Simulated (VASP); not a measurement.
# GaAs (F-43m) in VASP: further runs

The runs below take GaAs through phonons, elastic constants, dielectric tensor, with PBE+D4, RPBE+D3(BJ), PBE+D3(BJ), LDA.

All numbers are computed with VASP 6.6.1; they aren't measurements. Logs are shortened: lines on timing, memory, paths and dates and some standing lists are left out, and cuts for length are marked.

**1. The cell of the first run**

The structure is cubic, space group F-43m (No. 216). The conventional cell has a = 5.654 Å, b = 5.654 Å, c = 5.654 Å, α = 90.00°, β = 90.00°, γ = 90.00°. As (site symmetry -43m) has 4 Ga at 2.45 Å within 3.2 Å. Ga (site symmetry -43m) has 4 As at 2.45 Å within 3.2 Å.

**2. Phonons, PBE+D4**

Contents of INCAR:

```
  PREC = Accurate
  ENCUT = 520
  EDIFF = 1E-8
  ISMEAR = 0
  SIGMA = 0.01
  LREAL = False
  LASPH = True
  NELM = 60
  ALGO = Normal
  ISIF = 2
  LWAVE = False
  LCHARG = False
  GGA = PE
  IVDW = 13
  NBANDS = 16
  IBRION = 6
  NFREE = 2
  POTIM = 0.015
  NSW = 1
```

Contents of KPOINTS:

```
regular mesh
0
Gamma
  6 6 6
```

Contents of POSCAR:

```
GaAs
1.0
    0.0000000000      2.8268500000      2.8268500000
    2.8268500000      0.0000000000      2.8268500000
    2.8268500000      2.8268500000      0.0000000000
As Ga
1 1
Direct
    0.7500000000      0.7500000000      0.7500000000
    0.0000000000      0.0000000000      0.0000000000
```

Potentials or basis: VASP PAW PBE potentials, release 64 (As, Ga_d).

Launch:

```sh
$ cat potpaw_PBE.64/As/POTCAR potpaw_PBE.64/Ga_d/POTCAR > POTCAR
$ mpirun -np 1 vasp_std > vasp.out
```

OUTCAR:

```text
PREC = Accurate
   ENCUT = 520
   EDIFF = 1E-8
   ISMEAR = 0
   LREAL = False
   LASPH = True
   NELM = 60
   ISIF = 2
   GGA = PE
   IVDW = 13
   IBRION = 6
   NFREE = 2
   POTIM = 0.015
   NSW = 1

 ion  position               nearest neighbor table
   1  0.750  0.750  0.750-   2 2.45   2 2.45   2 2.45   2 2.45
   2  0.000  0.000  0.000-   1 2.45   1 2.45   1 2.45   1 2.45

  LATTYP: Found a face centered cubic cell.
 ALAT       =     5.6537000000

  Lattice vectors:

 A1 = (   0.0000000000,   2.8268500000,   2.8268500000)
 A2 = (   2.8268500000,   0.0000000000,   2.8268500000)
 A3 = (   2.8268500000,   2.8268500000,   0.0000000000)

Analysis of symmetry for initial positions (statically):
=====================================================================
 Subroutine PRICEL returns:
 Original cell was already a primitive cell.

 Routine SETGRP: Setting up the symmetry group for a
 face centered cubic supercell.

 Subroutine GETGRP returns: Found 24 space group operations
 (whereof 24 operations were pure point group operations)
 out of a pool of 48 trial point group operations.

The static configuration has the point symmetry T_d .

Analysis of symmetry for dynamics (positions and initial velocities):
=====================================================================
 Subroutine PRICEL returns:
 Original cell was already a primitive cell.

 Routine SETGRP: Setting up the symmetry group for a
 face centered cubic supercell.

 Subroutine GETGRP returns: Found 24 space group operations
 (whereof 24 operations were pure point group operations)
 out of a pool of 48 trial point group operations.

The dynamic configuration has the point symmetry T_d .

 Subroutine INISYM returns: Found 24 space group operations
 (whereof 24 operations are pure point group operations),
 and found     1 'primitive' translations

----------------------------------------------------------------------------------------

                                     Primitive cell

  volume of cell :      45.1792

  direct lattice vectors                    reciprocal lattice vectors
     0.000000000  2.826850000  2.826850000    -0.176875321  0.176875321  0.176875321
[... 113 lines left out ...]
 maximum number of plane-waves:      1243
 NGX is ok and might be reduce to    30
   NGX = 15   NGY = 15   NGZ = 15

--------------------------------------- Ionic step        1  -------------------------------------------

 number of electron      17.9999995 magnetization

 Free energy of the ion-electron system (eV)
  ---------------------------------------------------
  ext. energy  EPLUGINS =         0.00000000
  ---------------------------------------------------
  free energy    TOTEN  =        -8.22700822 eV

  energy without entropy =       -8.22700822  energy(sigma->0) =       -8.22700822

------------------------ aborting loop because EDIFF is reached ----------------------------------------

  DFT-D4 for vdW energy calculation

  Edisp (eV):   -0.83933
[... 151 lines left out ...]
--------------------------------------- Ionic step        5  -------------------------------------------

 number of electron      17.9999998 magnetization

 Free energy of the ion-electron system (eV)
  ---------------------------------------------------
  ext. energy  EPLUGINS =         0.00000000
  ---------------------------------------------------
  free energy    TOTEN  =        -8.22593520 eV

  energy without entropy =       -8.22593520  energy(sigma->0) =       -8.22593520

 E-fermi :   4.0757     XC(G=0):  -9.5833

 val. band max:        3.9859842241   @ k =   0.0000   0.0000   0.0000
 cond. band min:       4.4586508689   @ k =   0.0000   0.0000   0.0000
 fundamental gap:      0.4726666448
 Fermi energy:         4.0757277873

 k-point     1 :       0.0000    0.0000    0.0000
  band No.  band energies     occupation
      1     -10.8804      2.00000
      2     -10.8789      2.00000
      3     -10.8771      2.00000
      4     -10.7998      2.00000
      5     -10.7998      2.00000
      6      -8.7855      2.00000
[... 433 lines left out ...]
      3     -10.8528      2.00000
      4     -10.8034      2.00000
      5     -10.7946      2.00000
      6      -6.8964      2.00000
[... 8 lines left out ...]
     15      15.5092      0.00000
     16      15.8131      0.00000

 [... further k-points ...]

------------------------ aborting loop because EDIFF is reached ----------------------------------------

  DFT-D4 for vdW energy calculation

  Edisp (eV):   -0.83934
[... 25 lines left out ...]
  FREE ENERGIE OF THE ION-ELECTRON SYSTEM (eV)
  ---------------------------------------------------
  free  energy   TOTEN  =        -9.0652704254 eV

  energy  without entropy=       -9.0652704254  energy(sigma->0) =       -9.06527043

 INTERNAL STRAIN TENSORS FROM DISPLACED ATOMS
 ============================================

 INTERNAL STRAIN TENSOR FOR ION    1 for displacements in x,y,z  (eV/Angst):
          X           Y           Z          XY          YZ          ZX
  --------------------------------------------------------------------------------
  x     0.00000     0.00000     0.00000     0.00000     7.85455     0.00000
  y    -0.00000     0.00000     0.00000     0.00000     0.00000     7.85455
  z     0.00000     0.00000     0.00000     7.85455     0.00000     0.00000

 INTERNAL STRAIN TENSOR FOR ION    2 for displacements in x,y,z  (eV/Angst):
          X           Y           Z          XY          YZ          ZX
  --------------------------------------------------------------------------------
  x    -0.00000     0.00000     0.00000     0.00000    -7.84929     0.00000
  y    -0.00000    -0.00000    -0.00000     0.00000     0.00000    -7.84929
  z     0.00000     0.00000    -0.00000    -7.84929     0.00000     0.00000

 Eigenvectors and eigenvalues of the dynamical matrix
 ----------------------------------------------------

   1 f  =    8.044075 THz    50.542413 2PiTHz  268.321458 cm-1    33.267606 meV
             X         Y         Z           dx          dy          dz
      4.240275  4.240275  4.240275     0.000000    0.694566    0.000000
      0.000000  0.000000  0.000000     0.000000   -0.719429    0.000000
[... 21 lines left out ...]
   6 f/i=    0.003168 THz     0.019903 2PiTHz    0.105660 cm-1     0.013100 meV
             X         Y         Z           dx          dy          dz
      4.240275  4.240275  4.240275     0.000000    0.000000    0.719429
      0.000000  0.000000  0.000000     0.000000    0.000000    0.694566

 ELASTIC MODULI CONTR FROM IONIC RELAXATION (kBar)
 Direction    XX          YY          ZZ          XY          YZ          ZX
 --------------------------------------------------------------------------------
 XX          -0.0000      0.0000     -0.0000      0.0000     -0.0000      0.0000
 YY           0.0000     -0.0000     -0.0000      0.0000      0.0000     -0.0000
 ZZ          -0.0000     -0.0000     -0.0000     -0.0000     -0.0000     -0.0000
 XY           0.0000      0.0000     -0.0000   -228.6540      0.0000      0.0000
 YZ          -0.0000      0.0000     -0.0000      0.0000   -228.6540      0.0000
 ZX           0.0000     -0.0000     -0.0000      0.0000      0.0000   -228.6540
 --------------------------------------------------------------------------------
```

OSZICAR:

```text
N       E                     dE             d eps       ncg     rms          rms(c)
DAV:   1     0.871833802040E+02    0.87183E+02   -0.90111E+03   512   0.152E+03
DAV:   2    -0.141306076877E+01   -0.88596E+02   -0.84949E+02   576   0.317E+02
DAV:   3    -0.828490942041E+01   -0.68718E+01   -0.68494E+01   608   0.681E+01
[... 46 lines left out ...]
DAV:   4    -0.822593428491E+01   -0.40259E-05   -0.27985E-05  1920   0.461E-02    0.450E-03
DAV:   5    -0.822593519052E+01   -0.90560E-06   -0.25009E-06  1648   0.135E-02    0.154E-03
DAV:   6    -0.822593518515E+01    0.53706E-08   -0.20014E-07  2000   0.402E-03    0.352E-04
DAV:   7    -0.822593519665E+01   -0.11509E-07   -0.23049E-08  1712   0.157E-03    0.144E-04
DAV:   8    -0.822593519864E+01   -0.19872E-08   -0.33404E-09  1208   0.503E-04
   5 F= -.90652704E+01 E0= -.90652704E+01  d E =-.274977E-39
```

stdout:

```text
POSCAR found type information on POSCAR AsGa
 POSCAR found :  2 types and       2 ions
 scaLAPACK will be used
 LDA part: xc-table for (Slater+PW92), standard interpolation
 POSCAR, INCAR and KPOINTS ok, starting setup
 FFT: planning ... GRIDC
 FFT: planning ... GRID_SOFT
 FFT: planning ... GRID
 WAVECAR not read
 entering main loop
 Found     2 degrees of freedom:
 Finite differences POTIM= 0.01500 DOF=   2
 bond charge predicted
 Finite differences progress:
 bond charge predicted
 Finite differences progress:
 bond charge predicted
 Finite differences progress:
 bond charge predicted
 Finite differences progress:
```

It took 2.1 min on 1 thread of Intel Xeon 8259CL, shared host; peak memory 0.21 GiB.

Results:

| Quantity | Value |
| --- | --- |
| Highest phonon frequency at Γ, LO-TO splitting left out | 268 cm⁻¹ |
| Dispersion energy per atom | -0.420 eV |

Phonon frequencies in cm⁻¹ (negative: imaginary):
| q point | frequencies |
| --- | --- |
| (0.000, 0.000, 0.000) | 0 0 0 268 268 268 |

**3. Elastic constants, RPBE+D3(BJ)**

Contents of INCAR:

```
PREC     = Accurate       # precision mode
ENCUT    = 500            # plane-wave cutoff, eV
EDIFF    = 1E-8           # SCF threshold, eV
ISMEAR   = -1             # smearing method
SIGMA    = 0.01           # smearing width, eV
LREAL    = False          # projectors in reciprocal space
LASPH    = True           # aspherical terms in the spheres
NELM     = 120            # most SCF steps
ALGO     = Normal         # electronic algorithm
ISIF     = 3              # what is computed and relaxed
LWAVE    = False          # write WAVECAR
LCHARG   = True           # write CHGCAR
GGA      = RP             # functional
IVDW     = 12             # dispersion correction
NBANDS   = 16             # bands
IBRION   = 6              # ionic algorithm
NFREE    = 2            
POTIM    = 0.015          # step
NSW      = 1              # ionic steps
GGA_COMPAT= False
```

KPOINTS is that of step 2.

Edit POSCAR of step 2 so:

```diff
@@ -8,3 +8,3 @@
 Direct
-    0.7500000000      0.7500000000      0.7500000000
+    0.2500000000      0.2500000000      0.2500000000
     0.0000000000      0.0000000000      0.0000000000
```

Potentials or basis: VASP PAW PBE potentials, release 64 (As, Ga_d).

Launch:

```sh
$ cat potpaw_PBE.64/As/POTCAR potpaw_PBE.64/Ga_d/POTCAR > POTCAR
$ mpirun -np 1 vasp_std > vasp.out
```

Wall time 7.6 min (1 thread of Intel Xeon Platinum 8259CL at 2.50GHz (Skylake/Cascade Lake), shared host); peak memory 0.24 GiB.

Results (log left out):

| Property | Result |
| --- | --- |
| Elastic constants C11, C12, C44 | 99, 43, 51 GPa |
| Voigt bulk modulus | 61 GPa |
| Highest phonon frequency at Γ, LO-TO splitting left out | 277 cm⁻¹ |
| Dispersion energy per atom | -1.382 eV |

Phonon frequencies in cm⁻¹ (negative: imaginary):
| q point | frequencies |
| --- | --- |
| (0.000, 0.000, 0.000) | 0 0 0 277 277 277 |

Elastic tensor in Voigt notation (GPa, in the Cartesian axes of the cell as first typed):
```
99 43 43  0  0  0
43 99 43  0  0  0
43 43 99  0  0  0
 0  0  0 51  0  0
 0  0  0  0 51  0
 0  0  0  0  0 51
```

Clamped-ion elastic tensor (GPa):
```
99 43 43  0  0  0
43 99 43  0  0  0
43 43 99  0  0  0
 0  0  0 78  0  0
 0  0  0  0 78  0
 0  0  0  0  0 78
```

Caveat: the cell is under stress, which shifts elastic constants; three body term missing; the PAW data sets were made with another functional, which shifts forces and pressure a little.

(Continued in part 2 of 2.)
